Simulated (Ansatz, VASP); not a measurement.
One calculation of Mo, two programs

The input POSCAR:

```
Mo
1.0
    2.7765430532      0.0000000000      0.0000000000
   -1.3882715266      2.4045568187      0.0000000000
    0.0000000000      0.0000000000      2.4785252790
Mo
1
Direct
    0.0000000000      0.0000000000      0.5000000000
```

File INCAR.step1:

```
SYSTEM = Mo
PREC = Accurate ; ENCUT = 520
ISMEAR = 0 ; SIGMA = 0.15
LREAL = .False. ; LASPH = .True.
NELM = 80 ; NBANDS = 13
GGA = PE ; ALGO = Normal
EDIFF = 1E-4 ; LWAVE = .True.
LCHARG = .False.
```

File INCAR.step2:

```
SYSTEM = Mo
PREC = Accurate ; ENCUT = 520
EDIFF = 1E-6 ; ISMEAR = 0
SIGMA = 0.15 ; LREAL = .False.
LASPH = .True. ; NELM = 80
ALGO = Normal ; ISIF = 2
LWAVE = .False. ; LCHARG = .True.
METAGGA = R2SCAN ; LMIXTAU = .True.
LELF = .True. ; LVHAR = .True.
NBANDS = 13 ; ISTART = 1
```

File KPOINTS:

```
regular mesh
0
Gamma
  18 18 18
  0 0 0
```

Input for Ansatz:

```yaml
crystal:
  lattice:
    - [2.7765430532, 0.0, 0.0]
    - [-1.3882715266, 2.4045568187, 0.0]
    - [0.0, 0.0, 2.478525279]
  atoms:
    - { symbol: Mo, position: [0.0, 0.0, 0.5] }
basis:
  ecutwfc: 500
kpoints:
  mp_grid: { grid: [18, 18, 18] }
hamiltonian:
  xc: r2scan
scf:
  occupations: { method: gaussian, width: 0.15 }
output:
  forces: true
  stress: true
  eigenvalues: true
  write_density: true
  write_potential: true
  elf: true
  volumetric_format: npy
```

Change from the starting cell: strain +0.015 along x and y, -0.030 along z, atoms carried along.

Alike in both runs: task single point; functional r2SCAN; k mesh 18 × 18 × 18; occupations gaussian, width 0.15 eV; no spin polarisation.

|  | VASP | Ansatz |
| --- | --- | --- |
| version | VASP 6.6.1 | Ansatz 0.2.0 |
| potentials or method | VASP PAW PBE potentials, release 64 (Mo_sv), cutoff 520 eV | scalar-relativistic, plane waves, PAW |
| valence electrons in the cell | 14 | 14 |

|  | VASP | Ansatz | Ansatz less VASP |
| --- | --- | --- | --- |
| gap on the k mesh at the Fermi level (eV) | none | none | - |
| pressure (GPa) | 1.8 | 0.7 | -1.11 |
| traceless stress, the component that is largest in VASP (GPa) | 6.20 | 5.73 | -0.469 |

VASP's potentials were made for PBE, not for r2SCAN. A gap of «none» marks a metal or a gap that the smearing closes. With one functional, cell and mesh, what is left measures potentials, basis and numerics.
